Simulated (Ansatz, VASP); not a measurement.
## La in VASP and in Ansatz

INCAR

```
PREC = Accurate
ENCUT = 520
EDIFF = 1E-6
ISMEAR = -1
SIGMA = 0.05
LREAL = False
LASPH = True
NELM = 100
ALGO = Fast
ISIF = 2
LWAVE = False
LCHARG = False
GGA = PE
NBANDS = 30
```

Contents of KPOINTS:

```
Automatic mesh
0
Gamma
  8 8 3
```

Contents of POSCAR:

```
La
1.0
    3.7700000000      0.0000000000      0.0000000000
   -1.8850000000      3.2649157723      0.0000000000
    0.0000000000      0.0000000000     12.1590000000
La
4
Direct
    0.6497790000      0.3193630000      0.2477750000
    0.3322830000      0.6725800000      0.7494700000
    0.0098450000      0.0060730000      0.4990400000
    0.0097420000      0.0178620000     -0.0021170000
```

The input input.yaml:

```yaml
crystal:
  lattice:
    - [3.77, 0.0, 0.0]
    - [-1.885, 3.2649157723, 0.0]
    - [0.0, 0.0, 12.159]
  atoms:
    - { symbol: La, position: [0.649779, 0.319363, 0.247775] }
    - { symbol: La, position: [0.332283, 0.67258, 0.74947] }
    - { symbol: La, position: [0.009845, 0.006073, 0.49904] }
    - { symbol: La, position: [0.009742, 0.017862, -0.002117] }
hamiltonian:
  xc: pbe
  pseudopotentials: { kind: paw }
kpoints:
  mp_grid: { grid: [8, 8, 3] }
scf:
  occupations: { method: fermi_dirac, width: 0.05 }
output:
  forces: true
  stress: true
  eigenvalues: true
```

Change from the starting cell: atoms moved at random, drawn with an rms of 0.05 Å.

Alike in both runs: task single point; functional PBE; k mesh 8 × 8 × 3; occupations fermi-dirac, width 0.05 eV; no spin polarisation.

|  | VASP | Ansatz |
| --- | --- | --- |
| version | VASP 6.6.1 | Ansatz 0.2.0 |
| potentials or method | VASP PAW PBE potentials, release 64 (La) | Ansatz PAW |
| plane-wave cutoff (eV) | 520 | 420 |
| valence electrons in the cell | 44 | 44 |

|  | VASP | Ansatz | Ansatz less VASP |
| --- | --- | --- | --- |
| gap on the k mesh at the Fermi level (eV) | none | none | - |
| pressure (GPa) | -0.2 | -0.2 | -0.05 |
| traceless stress, the component that is largest in VASP (GPa) | 0.07 | 0.07 | +0.001 |
| rms of the force components (eV/Å) | 0.021 | 0.021 | +0.0005 |

Atom by atom the forces differ by 0.001 eV/Å (rms over components). A gap of «none» marks a metal or a gap that the smearing closes.

Spin-orbit coupling is off throughout.
